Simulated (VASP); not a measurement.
Here is a VASP 6.6.1 calculation.

The input INCAR:

```
SYSTEM = Al3CoNi2
PREC     = Accurate       ! precision mode
ENCUT    = 520            ! plane-wave cutoff, eV
EDIFF    = 1E-6           ! SCF threshold, eV
ISMEAR   = 0              ! smearing method
SIGMA    = 0.1            ! smearing width, eV
LREAL    = .FALSE.        ! projectors in reciprocal space
LASPH    = .TRUE.         ! aspherical terms in the spheres
NELM     = 150            ! most SCF steps
ALGO     = Fast           ! electronic algorithm
ISIF     = 2              ! what is computed and relaxed
LWAVE    = .FALSE.        ! write WAVECAR
LCHARG   = .TRUE.         ! write CHGCAR
ISPIN    = 2              ! spin polarisation
MAGMOM   = 0 0 0 0.34 0 0 ! initial moments
LORBIT   = 11             ! projections on sites
LMAXMIX  = 4              ! l up to which the mixer works
GGA      = PE             ! functional
LELF     = .TRUE.         ! ELF
LVHAR    = .TRUE.       
NBANDS   = 32             ! bands
```

The input KPOINTS:

```
Automatic mesh
0
G
  14 14 4
  0 0 0
```

Contents of POSCAR:

```
Al3CoNi2
1.0
    2.8524205900      0.0000000000      0.0000000000
    0.0000000000      2.8524205900      0.0000000000
    0.0000000000      0.0000000000      8.8099449722
Al Co Ni
3 1 2
Direct
    0.5000000000      0.5000000000      0.0000000000
    0.5000000000      0.5000000000      0.3362535838
    0.5000000000      0.5000000000      0.6637464162
    0.0000000000      0.0000000000      0.5000000000
    0.0000000000      0.0000000000      0.8312011832
    0.0000000000      0.0000000000      0.1687988168
```

Potentials or basis: VASP PAW PBE potentials, release 64 (Al, Co, Ni).

Command:

```bash
$ cat potpaw_PBE.64/Al/POTCAR potpaw_PBE.64/Co/POTCAR potpaw_PBE.64/Ni/POTCAR > POTCAR
$ mpirun -np 1 vasp_std > vasp.out
```

Problem. Estimate the largest force.

Solution. 0.011 eV/Å.

Problem. What does it give for the pressure?

Solution. -0.1 GPa.

Forces on the atoms (eV/Å):
```
Al   0.000  0.000  0.000
Al   0.000  0.000  0.011
Al   0.000  0.000 -0.011
Co   0.000  0.000  0.000
Ni   0.000  0.000  0.003
Ni   0.000  0.000 -0.003
```
